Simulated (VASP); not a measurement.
# Sn8O16F (a cell with a defect) (F interstitial hop between voids) in VASP: notebook

The runs below take Sn8O16F (a cell with a defect) (F interstitial hop between voids) through single point, with PBE.

Program: VASP 6.6.1. These are calculated values, not measurements. Logs are shortened: lines on timing, memory, paths and dates and some standing lists are left out, and cuts for length are marked.

## 1. The cell of the first run

The cell holds a defect, 25 atoms: a = 6.827 Å, b = 6.827 Å, c = 6.476 Å, α = 90.00°, β = 90.00°, γ = 90.00°.

## 2. Single point, PBE

The input, INCAR:

```
  ALGO = Normal
  EDIFF = 1E-6
  ENCUT = 520
  GGA = PE
  ISIF = 2
  ISMEAR = -1
  LASPH = True
  LCHARG = False
  LREAL = Auto
  LWAVE = False
  NBANDS = 126
  NELECT = 216.0
  NELM = 100
  PREC = Accurate
  SIGMA = 0.01
```

The input, KPOINTS:

```
k-points
0
Gamma
  1 1 1
```

The input, POSCAR:

```
Sn8O16F
1.0
    4.8274600300      4.8274600300      0.0000000000
   -4.8274600300      4.8274600300      0.0000000000
    0.0000000000      0.0000000000      6.4759066800
Sn O F
8 16 1
Direct
   -0.0041442083      0.5089527380      0.2496997069
    0.4961130667     -0.0091165954      0.2506842795
    0.0055582024      0.0008841088     -0.0011862432
    0.4857973935      0.4866771522     -0.0055354411
   -0.0074215011      0.5051186307      0.7535309326
    0.4974094006     -0.0002945648      0.7539538850
   -0.0081573953      0.0085252907      0.4994621078
    0.5025951504      0.4934137176      0.4971433591
   -0.0107520310      0.8168912794      0.2557780836
    0.5105849628      0.2988933085      0.2543912507
    0.0024690002      0.1995366081      0.2466270870
    0.5003680994      0.6818956510      0.2510978123
    0.3087092365     -0.0757359973      0.0060759060
    0.7968823100      0.4980017411      0.0025500676
    0.1727273752      0.5669382000      0.0038896484
    0.6922029347      0.0016109921      0.0025895988
   -0.0106315743      0.8140573874      0.7446745666
    0.5622035155      0.3020482802      0.7285418449
   -0.0202372468      0.1967097592      0.7481273649
    0.4934433398      0.6855625897      0.7462087147
    0.3013514335      0.0102140670      0.5043321594
    0.8115042850      0.5147612791      0.4971456754
    0.1924744056      0.4876437061      0.5042242208
    0.6860639921     -0.0182167226      0.4982318553
    0.2920113251      0.2533288712     -0.0542824376
```

Potentials or basis: VASP PAW PBE potentials, release 64 (Sn_d, O, F).

Run with:

```console
cat potpaw_PBE.64/Sn_d/POTCAR potpaw_PBE.64/O/POTCAR potpaw_PBE.64/F/POTCAR > POTCAR
mpirun -np 1 vasp_gam > vasp.out
```

OUTCAR:

```text
EDIFF = 1E-6
   ENCUT = 520
   GGA = PE
   ISIF = 2
   ISMEAR = -1
   LASPH = True
   LREAL = Auto
   NELECT = 216.0
   NELM = 100
   PREC = Accurate

 ion  position               nearest neighbor table
   1  0.996  0.509  0.250-  15 2.04  22 2.04  14 2.10   9 2.10  11 2.11  23 2.13   5 3.21   5 3.26
                             8 3.73   3 3.73   4 3.73
   2  0.496  0.991  0.251-  24 2.06  13 2.09  16 2.09  10 2.11  12 2.11  21 2.12   6 3.22   6 3.26
                             3 3.73   7 3.75   8 3.75
   3  0.006  0.001  0.999-  17 2.09   9 2.09  11 2.10  19 2.11  13 2.14  16 2.14  25 2.63   7 3.24
                             7 3.24   6 3.71   2 3.73   1 3.73   5 3.74
   4  0.486  0.487  0.994-  25 2.09  20 2.10  10 2.12  14 2.13  12 2.13  18 2.20  15 2.21   8 3.22
                             8 3.26   6 3.67   5 3.71   1 3.73
   5  0.993  0.505  0.754-  22 2.07  15 2.08  14 2.09  19 2.11  17 2.11  23 2.12   1 3.21   1 3.26
                             4 3.71   8 3.74   3 3.74
   6  0.497  1.000  0.754-  16 2.09  21 2.10  24 2.10  18 2.12  13 2.14  20 2.15  25 2.55   2 3.22
                             2 3.26   4 3.67   3 3.71   7 3.76
   7  0.992  0.009  0.499-   9 2.05  19 2.06  17 2.07  11 2.09  24 2.10  21 2.11   3 3.24   3 3.24
                             2 3.75   6 3.76
   8  0.503  0.493  0.497-  18 2.03  12 2.05  10 2.06  20 2.08  22 2.11  23 2.12   4 3.22   4 3.26
                             1 3.73   5 3.74   2 3.75
   9  0.989  0.817  0.256-   7 2.05   3 2.09   1 2.10
  10  0.511  0.299  0.254-   8 2.06   2 2.11   4 2.12
  11  0.002  0.200  0.247-   7 2.09   3 2.10   1 2.11
  12  0.500  0.682  0.251-   8 2.05   2 2.11   4 2.13
  13  0.309  0.924  0.006-   2 2.09   3 2.14   6 2.14
  14  0.797  0.498  0.003-   5 2.09   1 2.10   4 2.13
[... 9 lines left out ...]
  24  0.686  0.982  0.498-   2 2.06   7 2.10   6 2.10
  25  0.292  0.253  0.946-   4 2.09   6 2.55   3 2.63

  LATTYP: Found a simple tetragonal cell.
 ALAT       =     6.8270594462
 C/A-ratio  =     0.9485645659

  Lattice vectors:

 A1 = (   4.8274600300,   4.8274600300,   0.0000000000)
 A2 = (  -4.8274600300,   4.8274600300,   0.0000000000)
 A3 = (   0.0000000000,   0.0000000000,   6.4759066800)

Analysis of symmetry for initial positions (statically):
=====================================================================
 Subroutine PRICEL returns:
 Original cell was already a primitive cell.

 Routine SETGRP: Setting up the symmetry group for a
 simple tetragonal supercell.

 Subroutine GETGRP returns: Found  1 space group operations
 (whereof  1 operations were pure point group operations)
 out of a pool of 16 trial point group operations.

The static configuration has the point symmetry C_1 .

Analysis of symmetry for dynamics (positions and initial velocities):
[... 143 lines left out ...]
   PSTRESS=    0.0 pullay stress
   NELECT =     216.0000    total number of electrons
   NUPDOWN=      -1.0000    fix difference up-down
   EMIN   =  10.00;   EMAX   =-10.00  energy-range for DOS
   EFERMI =   0.00;   METHOD = LEGACY
   ISMEAR =    -1;   SIGMA  =   0.01  broadening in eV -4-tet -1-fermi 0-gaus
   EFERMI_NEDOS =   21; number of points for ismear=-14 and -15
   IALGO  =     38    algorithm
   IMIX   =      4    mixing-type and parameters
     AMIX     =   0.40;   BMIX     =  1.00
     AMIX_MAG =   1.60;   BMIX_MAG =  1.00
  volume/ion in A,a.u.               =      12.07        81.48
  Fermi-wavevector in a.u.,A,eV,Ry     =   1.464323  2.767168 29.174165  2.144241
  Thomas-Fermi vector in A             =   2.580312
   LORBIT       =      0    0 simple, 1 ext, 2 COOP (PROOUT), +10 PAW based schemes
   GGA     = PE    functional components
   LHFCALC =     F    Hartree Fock is set to
   AEXX    =    0.0000 exact exchange contribution
   IVDW    =     0    specifies the selected vdW correction
   LEPSILON=     F    determine dielectric tensor
   LRPA    =     F    only Hartree local field effects (RPA)
 non-spin polarized calculation
  energy-cutoff  :      520.00
  volume of cell :      301.83
 maximum number of plane-waves:      4061
 NGX is ok and might be reduce to    50
   NGX = 25   NGY = 25   NGZ = 25

 number of electron     216.0000015 magnetization

 Free energy of the ion-electron system (eV)
  ---------------------------------------------------
  ext. energy  EPLUGINS =         0.00000000
  ---------------------------------------------------
  free energy    TOTEN  =      -140.82040053 eV

  energy without entropy =     -140.82040050  energy(sigma->0) =     -140.82040052

 E-fermi :   6.3576     XC(G=0): -11.1862

 val. band max:        6.1866765537   @ k =   0.0000   0.0000   0.0000
 cond. band min:       6.5285141489   @ k =   0.0000   0.0000   0.0000
 fundamental gap:      0.3418375951
 Fermi energy:         6.3575963292

 k-point     1 :       0.0000    0.0000    0.0000
  band No.  band energies     occupation
      1     -16.1005      2.00000
      2     -15.3505      2.00000
      3     -15.2630      2.00000
      4     -15.2175      2.00000
      5     -15.1994      2.00000
      6     -15.1095      2.00000
[... 112 lines left out ...]
    119      12.8079      0.00000
    120      13.2015      0.00000
 [bands above 120 left out]

------------------------ aborting loop because EDIFF is reached ----------------------------------------

  FORCE on cell =-STRESS in cart. coord.  units (eV):
  Direction    XX          YY          ZZ          XY          YZ          ZX
  --------------------------------------------------------------------------------------
  -------------------------------------------------------------------------------------
  Total       19.1149466     17.3767920     14.4158673     -1.5037038     -0.9920891     -0.4382509
  in kB      101.4648741     92.2385004     76.5214883     -7.9818749     -5.2661508     -2.3262986
  external PRESSURE =      90.0749543 kB  Pullay stress =       0.0000000 kB

 VOLUME and BASIS-vectors are now :
 -----------------------------------------------------------------------------
  energy-cutoff  :      520.00
  volume of cell :      301.83
      direct lattice vectors                 reciprocal lattice vectors
     4.827460030  4.827460030  0.000000000     0.103574136  0.103574136  0.000000000
    -4.827460030  4.827460030  0.000000000    -0.103574136  0.103574136  0.000000000
     0.000000000  0.000000000  6.475906680     0.000000000  0.000000000  0.154418532

 POSITION                                       TOTAL-FORCE (eV/Angst)
 -----------------------------------------------------------------------------------
      2.35051      7.26440      1.61703         0.009059     -0.012151      0.049503
     -2.38848      7.17842      1.62341        -0.007615     -0.014297      0.024062
      0.02256      0.03110      6.46822         0.003814     -0.018505     -0.005339
     -0.00425      4.69458      6.44006        -0.011158      0.101638      0.007420
      2.35319      7.23007      4.87980         0.011871     -0.015899     -0.023005
     -2.42481      7.22726      4.88254        -0.000833      0.008862     -0.008309
[... 17 lines left out ...]
     -1.42757      8.05147      3.22650         0.017217      0.013660      0.011436
      0.18674      2.63261      6.12438         0.007433     -0.051002     -0.120045
 -----------------------------------------------------------------------------------
    total drift:                                0.015433      0.016702     -0.010477

  FREE ENERGIE OF THE ION-ELECTRON SYSTEM (eV)
  ---------------------------------------------------
  free  energy   TOTEN  =      -140.8204005319 eV

  energy  without entropy=     -140.8204005045  energy(sigma->0) =     -140.82040052
```

stdout:

```text
POSCAR found type information on POSCAR SnO F
 POSCAR found :  3 types and      25 ions
 scaLAPACK will be used
 LDA part: xc-table for (Slater+PW92), standard interpolation
 POSCAR, INCAR and KPOINTS ok, starting setup
 FFT: planning ... GRIDC
 FFT: planning ... GRID_SOFT
 FFT: planning ... GRID
 WAVECAR not read
 entering main loop
 the old and the new charge density differ
 old charge density:   215.00000 new  216.00000
    0.323E+01
```

It took 2.2 min on 1 thread of AMD EPYC 7R13, shared host; peak memory 0.31 GiB.

What came out:

```
Free energy   : -140.8204 eV
Largest force : 0.131 eV/Å
```

Forces on the atoms (eV/Å):
```
Sn   0.009 -0.012  0.050
Sn  -0.008 -0.014  0.024
Sn   0.004 -0.019 -0.005
Sn  -0.011  0.102  0.007
Sn   0.012 -0.016 -0.023
Sn  -0.001  0.009 -0.008
Sn  -0.006 -0.015  0.002
Sn  -0.018  0.008  0.011
O    0.009 -0.013  0.000
O   -0.018 -0.056 -0.025
O   -0.010  0.041 -0.001
O   -0.006  0.004 -0.009
O   -0.010 -0.012  0.012
O   -0.015 -0.018  0.016
O    0.020  0.034  0.007
O    0.018  0.021  0.017
O    0.015 -0.021  0.007
O    0.065  0.031  0.009
O   -0.034 -0.006  0.003
O   -0.027  0.005 -0.001
O   -0.017 -0.014  0.006
O   -0.024 -0.015 -0.001
O    0.028  0.015  0.010
O    0.017  0.014  0.011
F    0.007 -0.051 -0.120
```

Levels at points of the mesh, in eV from the Fermi level:
```
           k point  band 104  band 105  band 106  band 107  band 108  band 109  band 110  band 111  band 112  band 113
(0.00, 0.00, 0.00)     -1.15     -1.13     -0.79     -0.58     -0.17      0.17      3.48      3.59      3.81      4.03
```

Caveat: the k points lie up to 0.97 Å⁻¹ apart; the cell carries a net charge on a neutralising background, which shifts energy and pressure; the cell is charged against a uniform background, so pressure and absolute levels hang on convention; spin-orbit coupling is left out, which moves the levels of the heavy elements.

[end of part 1 of 2]
